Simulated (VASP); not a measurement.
The system is SnSe.

```
Sn Se
1.0
     4.21311    0.00000    0.00000
     0.00000    4.21311    0.00000
     0.00000    0.00000    6.41916
Sn Se
2 2
Direct
  0.50000 0.00000 0.28653
  0.00000 0.50000 0.71347
  0.50000 0.00000 0.72497
  0.00000 0.50000 0.27503
```

| Item | Value |
| --- | --- |
| Program | VASP 6.6.1 |
| Task | relaxation of cell and atoms |
| Functional | PBE |
| Dispersion | D4 |
| Potentials or basis | VASP PAW PBE potentials, release 64 (Sn_d, Se) |
| Cutoff | 600 eV |
| k mesh | 6 × 6 × 4 |
| Occupations | fermi-dirac, width 0.02 eV |
| Spin | no spin polarisation |

At the start: pressure 0.4 GPa; volume 28.49 Å³/atom.

Q: Where does the relaxation end?

A: Over 31 steps the energy falls by 27.3 meV/atom and the volume is 29.24 Å³/atom (+2.6 %); space group P4/nmm (No. 129, to 0.1 Å) before and after.

The path:
```csv
step,energy change (eV),largest force (eV/Å),pressure (GPa),volume (Å³)
1,0.0000,0.1801,0.42,113.94
2,-0.0533,0.2926,1.60,115.14
3,-0.0466,0.3742,0.07,117.08
4,-0.0744,0.3326,2.13,115.90
5,-0.0756,0.3399,1.60,116.38
6,-0.0548,0.1882,-2.37,119.45
7,-0.0798,0.2942,0.31,117.21
8,-0.0927,0.2158,0.12,117.49
9,-0.0995,0.1307,-0.18,117.85
10,-0.0996,0.1227,-0.20,117.88
11,-0.1007,0.1242,0.08,117.58
12,-0.1016,0.1260,0.63,117.02
13,-0.1020,0.1228,0.63,117.01
14,-0.1031,0.1124,0.59,116.98
15,-0.1050,0.0925,0.52,116.91
16,-0.1075,0.0574,0.43,116.78
17,-0.1081,0.0019,0.36,116.51
18,-0.1085,0.0197,0.39,116.61
19,-0.1090,0.0122,-0.07,117.00
20,-0.1090,0.0102,-0.03,116.96
21,-0.1090,0.0102,-0.01,116.95
22,-0.1090,0.0104,0.00,116.94
23,-0.1090,0.0075,0.02,116.94
24,-0.1091,0.0067,-0.01,116.96
25,-0.1091,0.0064,0.00,116.97
26,-0.1091,0.0055,-0.05,116.98
27,-0.1091,0.0081,-0.02,116.97
28,-0.1091,0.0051,-0.02,116.97
29,-0.1091,0.0042,-0.03,116.98
30,-0.1091,0.0025,-0.03,116.98
31,-0.1091,0.0042,-0.01,116.95
```

Final structure:
```
Sn Se
1.0
     4.33827    0.00000    0.00000
     0.00000    4.33827    0.00000
     0.00000    0.00000    6.21369
Sn Se
2 2
Direct
  0.50000 0.00000 0.27208
  0.00000 0.50000 0.72792
  0.50000 0.00000 0.73118
  0.00000 0.50000 0.26882
```
